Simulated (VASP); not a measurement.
# Co (P6_3/mmc) in VASP: further runs

Co is run at these levels: PBE; tasks: single point.

All numbers are computed with VASP 6.6.1; they aren't measurements. Logs are shortened: lines on timing, memory, paths and dates and some standing lists are left out, and cuts for length are marked.

### Step 1. The cell of the first run

The structure is hexagonal, space group P6_3/mmc (No. 194). Conventional cell: a = 2.686 Å, b = 2.686 Å, c = 4.344 Å, α = 90.00°, β = 90.00°, γ = 120.00°. Co (site symmetry -6m2) has 12 Co at 2.67 to 2.69 Å within 3.5 Å.

### Step 2. Single point, PBE

Contents of INCAR:

```
ALGO     = Fast           # electronic algorithm
EDIFF    = 1E-6           # SCF threshold, eV
ENCUT    = 520            # plane-wave cutoff, eV
GGA      = PE             # functional
ISIF     = 2              # what is computed and relaxed
ISMEAR   = 0              # smearing method
LASPH    = T              # aspherical terms in the spheres
LCHARG   = F              # write CHGCAR
LREAL    = F              # projectors in reciprocal space
LWAVE    = F              # write WAVECAR
NBANDS   = 16             # bands
NELM     = 80             # most SCF steps
PREC     = Accurate       # precision mode
SIGMA    = 0.15           # smearing width, eV
```

Contents of KPOINTS:

```
k-points
0
Gamma
  24 24 12
```

Contents of POSCAR:

```
Co
1.0
    2.6858061516      0.0000000000      0.0000000000
   -1.3429030758      2.3259763569      0.0000000000
    0.0000000000      0.0000000000      4.3437604874
Co
2
Direct
    0.6666666667      0.3333333333      0.2500000000
    0.3333333333      0.6666666667      0.7500000000
```

Potentials or basis: VASP PAW PBE potentials, release 64 (Co).

On the command line:

```console
$ cat potpaw_PBE.64/Co/POTCAR > POTCAR
$ mpirun -np 1 vasp_std > vasp.out
```

OUTCAR:

```text
EDIFF = 1E-6
   ENCUT = 520
   GGA = PE
   ISIF = 2
   ISMEAR = 0
   LASPH = T
   LREAL = F
   NELM = 80
   PREC = Accurate

 ion  position               nearest neighbor table
   1  0.667  0.333  0.250-   2 2.67   2 2.67   2 2.67   2 2.67   2 2.67   2 2.67
   2  0.333  0.667  0.750-   1 2.67   1 2.67   1 2.67   1 2.67   1 2.67   1 2.67

  LATTYP: Found a hexagonal cell.
 ALAT       =     2.6858061516
 C/A-ratio  =     1.6173023078

  Lattice vectors:

 A1 = (   2.6858061516,   0.0000000000,   0.0000000000)
 A2 = (  -1.3429030758,   2.3259763569,   0.0000000000)
 A3 = (   0.0000000000,   0.0000000000,   4.3437604874)

Analysis of symmetry for initial positions (statically):
=====================================================================
 Subroutine PRICEL returns:
 Original cell was already a primitive cell.

 Routine SETGRP: Setting up the symmetry group for a
 hexagonal supercell.

 Subroutine GETGRP returns: Found 24 space group operations
 (whereof 12 operations were pure point group operations)
 out of a pool of 24 trial point group operations.

The static configuration has the point symmetry D_3d.
 The point group associated with its full space group is D_6h.

Analysis of symmetry for dynamics (positions and initial velocities):
=====================================================================
 Subroutine PRICEL returns:
 Original cell was already a primitive cell.

 Routine SETGRP: Setting up the symmetry group for a
 hexagonal supercell.

 Subroutine GETGRP returns: Found 24 space group operations
 (whereof 12 operations were pure point group operations)
 out of a pool of 24 trial point group operations.

The dynamic configuration has the point symmetry D_3d.
 The point group associated with its full space group is D_6h.

 Subroutine INISYM returns: Found 24 space group operations
 (whereof 12 operations are pure point group operations),
 and found     1 'primitive' translations

----------------------------------------------------------------------------------------

                                     Primitive cell

  volume of cell :      27.1360

  direct lattice vectors                    reciprocal lattice vectors
     2.685806152  0.000000000  0.000000000     0.372327690  0.214963492  0.000000000
    -1.342903076  2.325976357  0.000000000     0.000000000  0.429926984  0.000000000
     0.000000000  0.000000000  4.343760487     0.000000000  0.000000000  0.230215272

  length of vectors
     2.685806152  2.685806152  4.343760487     0.429926984  0.429926984  0.230215272

  position of ions in fractional coordinates (direct lattice)
     0.666666667  0.333333333  0.250000000
     0.333333333  0.666666667  0.750000000

  ion indices of the primitive-cell ions
   primitive index   ion index
                 1           1
                 2           2

----------------------------------------------------------------------------------------

 KPOINTS: k-points

Automatic generation of k-mesh.
 Grid dimensions read from file:
 generate k-points for:   24   24   12

 Generating k-lattice:

  Cartesian coordinates                     Fractional coordinates (reciprocal lattice)
     0.015513654  0.008956812  0.000000000     0.041666667 -0.000000000  0.000000000
     0.000000000  0.017913624  0.000000000     0.000000000  0.041666667  0.000000000
     0.000000000  0.000000000  0.019184606     0.000000000  0.000000000  0.083333333

  Length of vectors
     0.017913624  0.017913624  0.019184606

  Shift w.r.t. Gamma in fractional coordinates (k-lattice)
     0.000000000  0.000000000  0.000000000

 Subroutine IBZKPT returns following result:
 ===========================================

 Found    427 irreducible k-points:

 Following reciprocal coordinates:
            Coordinates               Weight
  0.000000  0.000000  0.000000      1.000000
  0.041667  0.000000  0.000000      6.000000
  0.083333  0.000000  0.000000      6.000000
  0.125000  0.000000  0.000000      6.000000
  0.166667 -0.000000  0.000000      6.000000
  0.208333  0.000000  0.000000      6.000000
[... 16 lines left out ...]
  0.416667  0.041667  0.000000     12.000000
  0.458333  0.041667  0.000000     12.000000
 [... further k-points ...]
   k-points           NKPTS =    427   k-points in BZ     NKDIM =    427   number of bands    NBANDS=     16
   number of dos      NEDOS =    301   number of ions     NIONS =      2
   total plane-waves  NPLWV =  12800
   dimension x,y,z NGX =    20 NGY =   20 NGZ =   32
   dimension x,y,z NGXF=    40 NGYF=   40 NGZF=   64
   ions per type =               2
   NGX,Y,Z   is equivalent  to a cutoff of  12.38, 12.38, 12.25 a.u.
   NGXF,Y,Z  is equivalent  to a cutoff of  24.76, 24.76, 24.49 a.u.
 SYSTEM =  unknown system
   PREC   = accura    normal or accurate (medium, high low for compatibility)
   ISTART =      0    job   : 0-new  1-cont  2-samecut
   ICHARG =      2    charge: 1-file 2-atom 10-const
   ISPIN  =      1    spin polarized calculation?
   LNONCOLLINEAR =      F non collinear calculations
   LSORBIT =      F    spin-orbit coupling
   LASPH  =      T    aspherical Exc in radial PAW
   ENCUT  =  520.0 eV  38.22 Ry    6.18 a.u.   4.99  4.99  8.08*2*pi/ulx,y,z
   NELM   =     80;   NELMIN=  2; NELMDL= -5     # of ELM steps
   EDIFF  = 0.1E-05   stopping-criterion for ELM
   LREAL  =      F    real-space projection
   EDIFFG = 0.1E-04   stopping-criterion for IOM
   NSW    =      0    number of steps for IOM
   IBRION =     -1    ionic relax: 0-MD 1-quasi-New 2-CG
   NFREE  =      0    steps in history (QN), initial steepest desc. (CG)
   ISIF   =      2    stress and relaxation
   ISYM   =      2    0-nonsym 1-usesym 2-fastsym
   POTIM  = 0.5000    time-step for ionic-motion
   TEBEG  =    0.0;   TEEND  =   0.0 temperature during run
   PSTRESS=    0.0 pullay stress
   NELECT =      18.0000    total number of electrons
   NUPDOWN=      -1.0000    fix difference up-down
   EMIN   =  10.00;   EMAX   =-10.00  energy-range for DOS
   EFERMI =   0.00;   METHOD = LEGACY
   ISMEAR =     0;   SIGMA  =   0.15  broadening in eV -4-tet -1-fermi 0-gaus
   EFERMI_NEDOS =   21; number of points for ismear=-14 and -15
   IALGO  =     68    algorithm
   IMIX   =      4    mixing-type and parameters
     AMIX     =   0.40;   BMIX     =  1.00
     AMIX_MAG =   1.60;   BMIX_MAG =  1.00
  volume/ion in A,a.u.               =      13.57        91.56
  Fermi-wavevector in a.u.,A,eV,Ry     =   1.427744  2.698045 27.734842  2.038453
  Thomas-Fermi vector in A             =   2.547881
   LORBIT       =      0    0 simple, 1 ext, 2 COOP (PROOUT), +10 PAW based schemes
   GGA     = PE    functional components
   LHFCALC =     F    Hartree Fock is set to
   AEXX    =    0.0000 exact exchange contribution
   IVDW    =     0    specifies the selected vdW correction
   LEPSILON=     F    determine dielectric tensor
   LRPA    =     F    only Hartree local field effects (RPA)
 non-spin polarized calculation
 RMM-DIIS sequential band-by-band and
 Gauss-broadening in eV      SIGMA  =   0.15
  energy-cutoff  :      520.00
  volume of cell :       27.14
 maximum number of plane-waves:       760
 NGX is ok and might be reduce to    20
   NGX =  9   NGY =  9   NGZ = 17

 number of electron      18.0000010 magnetization

 Free energy of the ion-electron system (eV)
  ---------------------------------------------------
  ext. energy  EPLUGINS =         0.00000000
  ---------------------------------------------------
  free energy    TOTEN  =       -12.72663648 eV

  energy without entropy =      -12.62968172  energy(sigma->0) =      -12.67815910

 E-fermi :   7.1688     XC(G=0): -12.1539

 val. band max:        7.1684288593   @ k =   0.3333   0.2500   0.3333
 cond. band min:       7.1692582512   @ k =   0.3750   0.1250   0.0000
 fundamental gap:      0.0008293919
 Fermi energy:         7.1688131253

 k-point     1 :       0.0000    0.0000    0.0000
  band No.  band energies     occupation
      1      -0.2548      2.00000
      2       3.7078      2.00000
      3       5.8862      2.00000
      4       5.9235      2.00000
      5       5.9235      2.00000
      6       6.1571      2.00000
[... 8 lines left out ...]
     15      28.2864      0.00000
     16      28.2864      0.00000

 k-point     2 :       0.0417    0.0000    0.0000
  band No.  band energies     occupation
      1      -0.2031      2.00000
      2       3.7401      2.00000
      3       5.8252      2.00000
      4       5.9451      2.00000
      5       5.9783      2.00000
      6       6.1456      2.00000
[... 8 lines left out ...]
     15      27.6026      0.00000
     16      27.6218      0.00000

 k-point     3 :       0.0833    0.0000    0.0000
  band No.  band energies     occupation
      1      -0.0488      2.00000
      2       3.8335      2.00000
      3       5.7362      2.00000
      4       6.0087      2.00000
      5       6.0445      2.00000
      6       6.1192      2.00000
[... 8 lines left out ...]
     15      26.5757      0.00000
     16      27.1705      0.00000

 k-point     4 :       0.1250    0.0000    0.0000
  band No.  band energies     occupation
      1       0.2053      2.00000
      2       3.9777      2.00000
      3       5.6334      2.00000
      4       5.9720      2.00000
      5       6.0389      2.00000
      6       6.1117      2.00000
[... 8 lines left out ...]
     15      25.5332      0.00000
     16      26.7717      0.00000
[... 324 lines left out ...]
 k-point    22 :       0.3750    0.0417    0.0000
  band No.  band energies     occupation
      1       3.4154      2.00000
      2       4.3823      2.00000
      3       4.5684      2.00000
      4       5.4376      2.00000
      5       5.8365      2.00000
      6       5.9912      2.00000
[... 8 lines left out ...]
     15      20.1924      0.00000
     16      20.3939      0.00000

 k-point    23 :       0.4167    0.0417    0.0000
  band No.  band energies     occupation
      1       3.7634      2.00000
      2       4.3096      2.00000
      3       4.4986      2.00000
      4       5.5419      2.00000
      5       5.8089      2.00000
      6       5.9498      2.00000
[... 8 lines left out ...]
     15      19.3371      0.00000
     16      19.7119      0.00000

 k-point    24 :       0.4583    0.0417    0.0000
  band No.  band energies     occupation
      1       3.9503      2.00000
      2       4.2515      2.00000
      3       4.4639      2.00000
      4       5.6240      2.00000
      5       5.7953      2.00000
      6       5.9278      2.00000
[... 8 lines left out ...]
     15      18.6027      0.00000
     16      18.9904      0.00000

 [... further k-points ...]
[... 5 lines left out ...]
  --------------------------------------------------------------------------------------
  -------------------------------------------------------------------------------------
  Total       -5.8607823     -5.8607823     -6.0615588      0.0000000      0.0000000      0.0000000
  in kB     -346.0352517   -346.0352517   -357.8895944      0.0000000      0.0000000      0.0000000
  external PRESSURE =    -349.9866993 kB  Pullay stress =       0.0000000 kB

 VOLUME and BASIS-vectors are now :
 -----------------------------------------------------------------------------
  energy-cutoff  :      520.00
  volume of cell :       27.14
      direct lattice vectors                 reciprocal lattice vectors
     2.685806152  0.000000000  0.000000000     0.372327690  0.214963492  0.000000000
    -1.342903076  2.325976357  0.000000000     0.000000000  0.429926984  0.000000000
     0.000000000  0.000000000  4.343760487     0.000000000  0.000000000  0.230215272

 POSITION                                       TOTAL-FORCE (eV/Angst)
 -----------------------------------------------------------------------------------
      1.34290      0.77533      1.08594         0.000000     -0.000000      0.000000
     -0.00000      1.55065      3.25782        -0.000000      0.000000      0.000000
 -----------------------------------------------------------------------------------
    total drift:                               -0.000000      0.000000     -0.000000

  FREE ENERGIE OF THE ION-ELECTRON SYSTEM (eV)
  ---------------------------------------------------
  free  energy   TOTEN  =       -12.7266364791 eV

  energy  without entropy=      -12.6296817163  energy(sigma->0) =      -12.67815910
```

Wall time 83 s (1 thread of Intel Xeon Platinum 8559C (Emerald Rapids), shared host); peak memory 0.26 GiB.

Results:

| Item | Value |
| --- | --- |
| Free energy | -12.7266 eV |
| Pressure | -35.0 GPa |
| Band gap on the k mesh | zero (band 9 reaches 7.41 eV, above the bottom of band 10 at 6.40 eV) |

Stress tensor (GPa, compression positive):
```
-34.60   0.00   0.00
  0.00 -34.60   0.00
  0.00   0.00 -35.79
```

Levels at points of the mesh, in eV from the Fermi level:
| k point | band 6 | band 7 | band 8 | band 9 | band 10 | band 11 | band 12 | band 13 |
| --- | --- | --- | --- | --- | --- | --- | --- | --- |
| (0.00, 0.00, 0.00) | -1.01 | -1.01 | -0.75 | -0.75 | 0.07 | 0.07 | 0.28 | 5.30 |
| (0.50, 0.00, 0.00) | -1.24 | -0.99 | 0.17 | 0.24 | 0.28 | 1.53 | 3.00 | 8.51 |
| (0.00, 0.00, 0.50) | -1.30 | -1.30 | -1.30 | -0.16 | -0.16 | -0.16 | -0.16 | 13.06 |
| (0.50, 0.00, 0.50) | -0.65 | -0.18 | -0.18 | 0.24 | 0.24 | 1.72 | 1.72 | 6.10 |

Caveat: the run has no spin polarisation, though such a crystal can be magnetic. Spin polarisation is off, so any magnetic state and its effect on volume and gap are missing.

### Step 3. Single point, PBE

This run uses another cell than the first one, of 9.04 Å³/atom, 0.667 times its volume.

Contents of INCAR:

```
SYSTEM = Co
  ALGO = Normal
  EDIFF = 1E-6
  ENCUT = 520
  GGA = PE
  ISIF = 2
  ISMEAR = 0
  LASPH = .True.
  LCHARG = .True.
  LELF = .True.
  LREAL = .False.
  LVHAR = .True.
  LWAVE = .False.
  NBANDS = 16
  NELM = 80
  PREC = Accurate
  SIGMA = 0.15
```

Contents of KPOINTS:

```
k-points
0
Gamma
  24 24 12
  0 0 0
```

Contents of POSCAR:

```
Co
1.0
    2.3462389646      0.0000000000      0.0000000000
   -1.1731194823      2.0319025467      0.0000000000
    0.0000000000      0.0000000000      3.7945776923
Co
2
Direct
    0.6666666667      0.3333333333      0.2500000000
    0.3333333333      0.6666666667      0.7500000000
```

Potentials or basis: VASP PAW PBE potentials, release 64 (Co).

On the command line:

```console
$ cat potpaw_PBE.64/Co/POTCAR > POTCAR
$ mpirun -np 1 vasp_std > vasp.out
```

Run time: 53 s. Hardware: 1 thread of Intel Xeon Platinum 8559C (Emerald Rapids), shared host; peak memory 0.21 GiB.

The run converged. Its results:

| Quantity | Value |
| --- | --- |
| Free energy | -13.3623 eV |
| Pressure | 44.5 GPa |
| Band gap on the k mesh | zero (band 9 reaches 13.61 eV, above the bottom of band 10 at 11.74 eV) |

Stress tensor (GPa, compression positive):
```
44.68  0.00  0.00
 0.00 44.68  0.00
 0.00  0.00 44.14
```

Levels at points of the mesh, in eV from the Fermi level:
```tsv
k point	band 5	band 6	band 7	band 8	band 9	band 10	band 11	band 12	band 13	band 14
(0.00, 0.00, 0.00)	-2.32	-1.87	-1.87	-1.39	-1.39	-0.24	0.11	0.11	8.47	23.32
(0.50, 0.00, 0.00)	-2.54	-2.29	-1.82	0.31	0.44	0.52	2.29	4.66	11.37	12.27
(0.00, 0.00, 0.50)	-2.40	-2.40	-2.40	-2.40	-0.30	-0.30	-0.30	-0.30	17.32	17.32
(0.50, 0.00, 0.50)	-1.24	-1.24	-0.46	-0.46	0.43	0.43	2.12	2.12	9.37	9.37
```

Caveat: the run has no spin polarisation, though such a crystal can be magnetic. Spin polarisation is off, so any magnetic state and its effect on volume and gap are missing.

### Step 4. Single point, PBE

This run uses another cell than the first one, of 9.95 Å³/atom, 0.733 times its volume.

Contents of INCAR:

```
PREC     = Accurate       # precision mode
ENCUT    = 520            # plane-wave cutoff, eV
EDIFF    = 1E-6           # SCF threshold, eV
ISMEAR   = 0              # smearing method
SIGMA    = 0.15           # smearing width, eV
LREAL    = False          # projectors in reciprocal space
LASPH    = True           # aspherical terms in the spheres
NELM     = 100            # most SCF steps
ALGO     = Normal         # electronic algorithm
ISIF     = 2              # what is computed and relaxed
LWAVE    = False          # write WAVECAR
LCHARG   = True           # write CHGCAR
GGA      = PE             # functional
LELF     = True           # ELF
LVHAR    = True         
NBANDS   = 16             # bands
```

Contents of KPOINTS:

```
regular mesh
0
Gamma
  24 24 12
```

Contents of POSCAR:

```
Co
1.0
    2.4220163998      0.0000000000      0.0000000000
   -1.2110081999      2.0975277306      0.0000000000
    0.0000000000      0.0000000000      3.9171327130
Co
2
Direct
    0.6666666667      0.3333333333      0.2500000000
    0.3333333333      0.6666666667      0.7500000000
```

On the command line:

```console
$ cat potpaw_PBE.64/Co/POTCAR > POTCAR
$ mpirun -np 1 vasp_std > vasp.out
```

Wall time 55 s (1 thread of Intel Xeon Platinum 8559C (Emerald Rapids), shared host); peak memory 0.22 GiB.

Results (log left out):

```yaml
Free_energy: -13.6499 eV
Pressure: 9.8 GPa
Band_gap_on_the_k_mesh: zero (band 9 reaches 11.90 eV, above the bottom of band 10 at 10.28 eV)
```

Stress tensor (GPa, compression positive):
```
10.09  0.00  0.00
 0.00 10.09  0.00
 0.00  0.00  9.26
```

Levels at points of the mesh, in eV from the Fermi level:
| k point | band 6 | band 7 | band 8 | band 9 | band 10 | band 11 | band 12 | band 13 |
| --- | --- | --- | --- | --- | --- | --- | --- | --- |
| (0.00, 0.00, 0.00) | -1.62 | -1.62 | -1.20 | -1.20 | -0.13 | 0.10 | 0.10 | 7.59 |
| (0.50, 0.00, 0.00) | -1.99 | -1.58 | 0.27 | 0.38 | 0.45 | 2.06 | 4.19 | 10.59 |
| (0.00, 0.00, 0.50) | -2.08 | -2.08 | -2.08 | -0.26 | -0.26 | -0.26 | -0.26 | 16.22 |
| (0.50, 0.00, 0.50) | -1.07 | -0.39 | -0.39 | 0.38 | 0.38 | 1.98 | 1.98 | 8.47 |

Caveat: the run has no spin polarisation, though such a crystal can be magnetic. Spin polarisation is off, so any magnetic state and its effect on volume and gap are missing.

### Step 5. Summary

| cell | gap on the mesh (eV) | pressure (GPa) |
| --- | --- | --- |
| a = 2.686, b = 2.686, c = 4.344 Å, angles 90.0, 90.0, 120.0°, 2 atoms | none | -35.0 |
| a = 2.346, b = 2.346, c = 3.795 Å, angles 90.0, 90.0, 120.0°, 2 atoms | none | 44.5 |
| a = 2.422, b = 2.422, c = 3.917 Å, angles 90.0, 90.0, 120.0°, 2 atoms | none | 9.8 |

Alike in all rows: task single point; level PBE; potentials or basis VASP PAW PBE potentials, release 64 (Co); no spin polarisation; k mesh 24 × 24 × 12; cutoff (eV) 520; smearing gaussian 0.15 eV.

Caveats: the run has no spin polarisation, though such a crystal can be magnetic.

Total energies depend on the potentials used, so only differences within one code and one set of settings carry meaning.
